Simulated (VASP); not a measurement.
# MgS (Niningerite) (Fm-3m) in VASP: a series of runs

The runs below take MgS (Niningerite) through single point, with PBE.

All numbers are computed with VASP 6.6.1; they aren't measurements. Logs are shortened: lines on timing, memory, paths and dates and some standing lists are left out, and cuts for length are marked.

### Step 1. The cell of the first run

It takes space group Fm-3m (No. 225, cubic). Conventional cell: a = 5.221 Å, b = 5.221 Å, c = 5.221 Å, α = 90.00°, β = 90.00°, γ = 90.00°. Within 3.4 Å of Mg (site symmetry m-3m) lie 6 S at 2.61 Å. S (site symmetry m-3m) has 6 Mg at 2.61 Å within 3.4 Å.

### Step 2. Single point, PBE

Input file INCAR:

```
  ALGO = Normal
  EDIFF = 1E-7
  ENCUT = 520
  GGA = PE
  ISIF = 2
  ISMEAR = 0
  LASPH = True
  LCHARG = False
  LREAL = False
  LWAVE = False
  NBANDS = 11
  NELM = 80
  PREC = Accurate
  SIGMA = 0.01
```

Input file KPOINTS:

```
k-points
0
Gamma
  6 6 6
```

Input file POSCAR:

```
MgS
1.0
    0.0000000000      2.6102934190      2.6102934190
    2.6102934190      0.0000000000      2.6102934190
    2.6102934190      2.6102934190      0.0000000000
Mg S
1 1
Direct
    0.0000000000      0.0000000000      0.0000000000
    0.5000000000      0.5000000000      0.5000000000
```

Potentials or basis: VASP PAW PBE potentials, release 64 (Mg, S).

Launch:

```sh
> cat potpaw_PBE.64/Mg/POTCAR potpaw_PBE.64/S/POTCAR > POTCAR
> mpirun -np 1 vasp_std > vasp.out
```

OUTCAR:

```text
EDIFF = 1E-7
   ENCUT = 520
   GGA = PE
   ISIF = 2
   ISMEAR = 0
   LASPH = True
   LREAL = False
   NELM = 80
   PREC = Accurate

 ion  position               nearest neighbor table
   1  0.000  0.000  0.000-   2 2.61   2 2.61   2 2.61   2 2.61   2 2.61   2 2.61
   2  0.500  0.500  0.500-   1 2.61   1 2.61   1 2.61   1 2.61   1 2.61   1 2.61

  LATTYP: Found a face centered cubic cell.
 ALAT       =     5.2205868380

  Lattice vectors:

 A1 = (   0.0000000000,   2.6102934190,   2.6102934190)
 A2 = (   2.6102934190,   0.0000000000,   2.6102934190)
 A3 = (   2.6102934190,   2.6102934190,   0.0000000000)

Analysis of symmetry for initial positions (statically):
=====================================================================
 Subroutine PRICEL returns:
 Original cell was already a primitive cell.

 Routine SETGRP: Setting up the symmetry group for a
 face centered cubic supercell.

 Subroutine GETGRP returns: Found 48 space group operations
 (whereof 48 operations were pure point group operations)
 out of a pool of 48 trial point group operations.

The static configuration has the point symmetry O_h .

Analysis of symmetry for dynamics (positions and initial velocities):
=====================================================================
 Subroutine PRICEL returns:
 Original cell was already a primitive cell.

 Routine SETGRP: Setting up the symmetry group for a
 face centered cubic supercell.

 Subroutine GETGRP returns: Found 48 space group operations
 (whereof 48 operations were pure point group operations)
 out of a pool of 48 trial point group operations.

The dynamic configuration has the point symmetry O_h .

 Subroutine INISYM returns: Found 48 space group operations
 (whereof 48 operations are pure point group operations),
 and found     1 'primitive' translations

----------------------------------------------------------------------------------------

                                     Primitive cell

  volume of cell :      35.5712

  direct lattice vectors                    reciprocal lattice vectors
     0.000000000  2.610293419  2.610293419    -0.191549347  0.191549347  0.191549347
     2.610293419  0.000000000  2.610293419     0.191549347 -0.191549347  0.191549347
     2.610293419  2.610293419  0.000000000     0.191549347  0.191549347 -0.191549347

  length of vectors
     3.691512355  3.691512355  3.691512355     0.331773201  0.331773201  0.331773201

  position of ions in fractional coordinates (direct lattice)
     0.000000000  0.000000000  0.000000000
     0.500000000  0.500000000  0.500000000

  ion indices of the primitive-cell ions
   primitive index   ion index
                 1           1
                 2           2

----------------------------------------------------------------------------------------

 KPOINTS: k-points

Automatic generation of k-mesh.
 Grid dimensions read from file:
 generate k-points for:    6    6    6

 Generating k-lattice:

  Cartesian coordinates                     Fractional coordinates (reciprocal lattice)
    -0.031924891  0.031924891  0.031924891     0.166666667  0.000000000  0.000000000
     0.031924891 -0.031924891  0.031924891     0.000000000  0.166666667  0.000000000
     0.031924891  0.031924891 -0.031924891     0.000000000  0.000000000  0.166666667

  Length of vectors
     0.055295534  0.055295534  0.055295534

  Shift w.r.t. Gamma in fractional coordinates (k-lattice)
     0.000000000  0.000000000  0.000000000

 Subroutine IBZKPT returns following result:
 ===========================================

 Found     16 irreducible k-points:

 Following reciprocal coordinates:
            Coordinates               Weight
  0.000000  0.000000  0.000000      1.000000
  0.166667  0.000000  0.000000      8.000000
  0.333333  0.000000  0.000000      8.000000
  0.500000  0.000000  0.000000      4.000000
  0.166667  0.166667  0.000000      6.000000
  0.333333  0.166667  0.000000     24.000000
[... 8 lines left out ...]
 -0.333333  0.333333  0.166667     24.000000
 -0.333333  0.500000  0.166667     12.000000
   k-points           NKPTS =     16   k-points in BZ     NKDIM =     16   number of bands    NBANDS=     11
   number of dos      NEDOS =    301   number of ions     NIONS =      2
   total plane-waves  NPLWV =  21952
   dimension x,y,z NGX =    28 NGY =   28 NGZ =   28
   dimension x,y,z NGXF=    56 NGYF=   56 NGZF=   56
   ions per type =               1   1
   NGX,Y,Z   is equivalent  to a cutoff of  12.61, 12.61, 12.61 a.u.
   NGXF,Y,Z  is equivalent  to a cutoff of  25.22, 25.22, 25.22 a.u.
 SYSTEM =  unknown system
   PREC   = accura    normal or accurate (medium, high low for compatibility)
   ISTART =      0    job   : 0-new  1-cont  2-samecut
   ICHARG =      2    charge: 1-file 2-atom 10-const
   ISPIN  =      1    spin polarized calculation?
   LNONCOLLINEAR =      F non collinear calculations
   LSORBIT =      F    spin-orbit coupling
   LASPH  =      T    aspherical Exc in radial PAW
   ENCUT  =  520.0 eV  38.22 Ry    6.18 a.u.   6.86  6.86  6.86*2*pi/ulx,y,z
   NELM   =     80;   NELMIN=  2; NELMDL= -5     # of ELM steps
   EDIFF  = 0.1E-06   stopping-criterion for ELM
   LREAL  =      F    real-space projection
   EDIFFG = 0.1E-05   stopping-criterion for IOM
   NSW    =      0    number of steps for IOM
   IBRION =     -1    ionic relax: 0-MD 1-quasi-New 2-CG
   NFREE  =      0    steps in history (QN), initial steepest desc. (CG)
   ISIF   =      2    stress and relaxation
   ISYM   =      2    0-nonsym 1-usesym 2-fastsym
   POTIM  = 0.5000    time-step for ionic-motion
   TEBEG  =    0.0;   TEEND  =   0.0 temperature during run
   PSTRESS=    0.0 pullay stress
   NELECT =       8.0000    total number of electrons
   NUPDOWN=      -1.0000    fix difference up-down
   EMIN   =  10.00;   EMAX   =-10.00  energy-range for DOS
   EFERMI =   0.00;   METHOD = LEGACY
   ISMEAR =     0;   SIGMA  =   0.01  broadening in eV -4-tet -1-fermi 0-gaus
   EFERMI_NEDOS =   21; number of points for ismear=-14 and -15
   IALGO  =     38    algorithm
   IMIX   =      4    mixing-type and parameters
     AMIX     =   0.40;   BMIX     =  1.00
     AMIX_MAG =   1.60;   BMIX_MAG =  1.00
  volume/ion in A,a.u.               =      17.79       120.02
  Fermi-wavevector in a.u.,A,eV,Ry     =   0.995571  1.881356 13.485568  0.991161
  Thomas-Fermi vector in A             =   2.127600
   LORBIT       =      0    0 simple, 1 ext, 2 COOP (PROOUT), +10 PAW based schemes
   GGA     = PE    functional components
   LHFCALC =     F    Hartree Fock is set to
   AEXX    =    0.0000 exact exchange contribution
   IVDW    =     0    specifies the selected vdW correction
   LEPSILON=     F    determine dielectric tensor
   LRPA    =     F    only Hartree local field effects (RPA)
 non-spin polarized calculation
 Gauss-broadening in eV      SIGMA  =   0.01
  energy-cutoff  :      520.00
  volume of cell :       35.57
 maximum number of plane-waves:       982
   NGX = 13   NGY = 13   NGZ = 13

 number of electron       8.0000000 magnetization

 Free energy of the ion-electron system (eV)
  ---------------------------------------------------
  ext. energy  EPLUGINS =         0.00000000
  ---------------------------------------------------
  free energy    TOTEN  =        -8.50039730 eV

  energy without entropy =       -8.50039730  energy(sigma->0) =       -8.50039730

 E-fermi :   3.7071     XC(G=0):  -9.6466

 val. band max:        3.6392618672   @ k =   0.0000   0.0000   0.0000
 cond. band min:       6.3909682781   @ k =   0.5000   0.5000   0.0000
 fundamental gap:      2.7517064110
 Fermi energy:         3.7071446306

 k-point     1 :       0.0000    0.0000    0.0000
  band No.  band energies     occupation
      1      -8.9715      2.00000
      2       3.6393      2.00000
      3       3.6393      2.00000
      4       3.6393      2.00000
      5       7.2704      0.00000
      6      11.5984      0.00000
      7      11.5984      0.00000
      8      11.5984      0.00000
      9      13.9763      0.00000
     10      13.9763      0.00000
     11      16.1525      0.00000

 k-point     2 :       0.1667    0.0000    0.0000
  band No.  band energies     occupation
      1      -8.7121      2.00000
      2       2.0225      2.00000
      3       3.4741      2.00000
      4       3.4741      2.00000
      5       8.3816      0.00000
      6      11.2807      0.00000
      7      11.8492      0.00000
      8      11.8492      0.00000
      9      13.2696      0.00000
     10      13.2696      0.00000
     11      15.9966      0.00000

 k-point     3 :       0.3333    0.0000    0.0000
  band No.  band energies     occupation
      1      -8.0878      2.00000
      2      -0.1632      2.00000
      3       3.1876      2.00000
      4       3.1876      2.00000
      5       8.3995      0.00000
      6      10.9647      0.00000
      7      10.9647      0.00000
      8      12.8923      0.00000
      9      15.1264      0.00000
     10      15.1264      0.00000
     11      15.1413      0.00000

 k-point     4 :       0.5000    0.0000    0.0000
  band No.  band energies     occupation
      1      -7.6911      2.00000
      2      -1.1380      2.00000
      3       3.0613      2.00000
      4       3.0613      2.00000
      5       8.1719      0.00000
      6      10.5330      0.00000
      7      10.5330      0.00000
      8      13.6423      0.00000
      9      15.7376      0.00000
     10      17.9864      0.00000
     11      17.9864      0.00000
[... 127 lines left out ...]
 k-point    14 :       0.5000    0.3333    0.1667
  band No.  band energies     occupation
      1      -7.6637      2.00000
      2      -0.0078      2.00000
      3       1.4798      2.00000
      4       2.4259      2.00000
      5       8.8890      0.00000
      6      10.2636      0.00000
      7      10.9217      0.00000
      8      13.4148      0.00000
      9      15.1465      0.00000
     10      18.4077      0.00000
     11      18.8796      0.00000

 k-point    15 :      -0.3333    0.3333    0.1667
  band No.  band energies     occupation
      1      -7.3950      2.00000
      2      -0.2376      2.00000
      3       0.9639      2.00000
      4       2.0766      2.00000
      5       8.9318      0.00000
      6      10.3359      0.00000
      7      12.2942      0.00000
      8      12.5268      0.00000
      9      15.8201      0.00000
     10      17.4433      0.00000
     11      19.2850      0.00000

 k-point    16 :      -0.3333    0.5000    0.1667
  band No.  band energies     occupation
      1      -7.2950      2.00000
      2      -0.0633      2.00000
      3       1.0954      2.00000
      4       1.4526      2.00000
      5       8.0139      0.00000
      6       9.8684      0.00000
      7      12.7501      0.00000
      8      13.3969      0.00000
      9      17.3398      0.00000
     10      18.5903      0.00000
     11      19.0232      0.00000

------------------------ aborting loop because EDIFF is reached ----------------------------------------

  FORCE on cell =-STRESS in cart. coord.  units (eV):
  Direction    XX          YY          ZZ          XY          YZ          ZX
  --------------------------------------------------------------------------------------
  -------------------------------------------------------------------------------------
  Total        0.0270885      0.0270885      0.0270885     -0.0000000     -0.0000000      0.0000000
  in kB        1.2201078      1.2201078      1.2201078     -0.0000000     -0.0000000      0.0000000
  external PRESSURE =       1.2201078 kB  Pullay stress =       0.0000000 kB

 VOLUME and BASIS-vectors are now :
 -----------------------------------------------------------------------------
  energy-cutoff  :      520.00
  volume of cell :       35.57
      direct lattice vectors                 reciprocal lattice vectors
     0.000000000  2.610293419  2.610293419    -0.191549347  0.191549347  0.191549347
     2.610293419  0.000000000  2.610293419     0.191549347 -0.191549347  0.191549347
     2.610293419  2.610293419  0.000000000     0.191549347  0.191549347 -0.191549347

 POSITION                                       TOTAL-FORCE (eV/Angst)
 -----------------------------------------------------------------------------------
      0.00000      0.00000      0.00000         0.000000     -0.000000      0.000000
      2.61029      2.61029      2.61029        -0.000000      0.000000     -0.000000
 -----------------------------------------------------------------------------------
    total drift:                                0.000000      0.000000      0.000000

  FREE ENERGIE OF THE ION-ELECTRON SYSTEM (eV)
  ---------------------------------------------------
  free  energy   TOTEN  =        -8.5003973030 eV

  energy  without entropy=       -8.5003973030  energy(sigma->0) =       -8.50039730
```

Wall time 4.9 s (1 thread of Intel Xeon 6975P-C, shared host); peak memory 0.15 GiB.

Results:

```
Free energy            : -8.5004 eV
Pressure               : 0.1 GPa
Band gap on the k mesh : 2.75 eV, indirect (least direct gap 3.63 eV)
```

A k mesh can miss the band edges. Expect the measured gap to be larger: semilocal functionals such as PBE lack the derivative discontinuity.

(Part 1 of 2 ends here.)
